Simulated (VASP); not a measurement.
Input of a VASP 6.6.1 run:

File INCAR:

```
PREC = Accurate
ENCUT = 520
EDIFF = 1E-6
ISMEAR = 0
SIGMA = 0.02
LREAL = False
LASPH = True
NELM = 60
ALGO = Normal
ISIF = 2
LWAVE = False
LCHARG = False
GGA = PE
NBANDS = 31
```

KPOINTS

```
Automatic mesh
0
Gamma
  8 8 4
```

File POSCAR:

```
Al3InN4
1.0
    3.2207796560      0.0000000000      0.0000000000
    0.0000000000      3.2207796560      0.0000000000
    0.0000000000      0.0000000000      9.1391117566
Al In N
3 1 4
Direct
    0.0000000000      0.0000000000      0.7315419073
    0.0000000000      0.0000000000      0.2684580927
    0.5000000000      0.5000000000      0.5000000000
    0.5000000000      0.5000000000      0.0000000000
    0.5000000000      0.0000000000      0.8445712106
    0.0000000000      0.5000000000      0.1554287894
    0.5000000000      0.0000000000      0.3843444245
    0.0000000000      0.5000000000      0.6156555755
```

Potentials or basis: VASP PAW PBE potentials, release 64 (Al, In_d, N).

The run is started by

```sh
$ cat potpaw_PBE.64/Al/POTCAR potpaw_PBE.64/In_d/POTCAR potpaw_PBE.64/N/POTCAR > POTCAR
$ mpirun -np 1 vasp_std > vasp.out
```

Q: Estimate the pressure.

A: -0.1 GPa.

Q: Predict the band gap on the k mesh.

A: 1.94 eV.

Forces on the atoms (eV/Å):
```
Al   0.000  0.000  0.003
Al   0.000  0.000 -0.003
Al   0.000  0.000  0.000
In   0.000  0.000  0.000
N    0.000  0.000 -0.036
N    0.000  0.000  0.036
N    0.000  0.000  0.001
N    0.000  0.000 -0.001
```

Caveat: spin-orbit coupling is left out, which moves the levels of the heavy elements. A k mesh can miss the band edges.
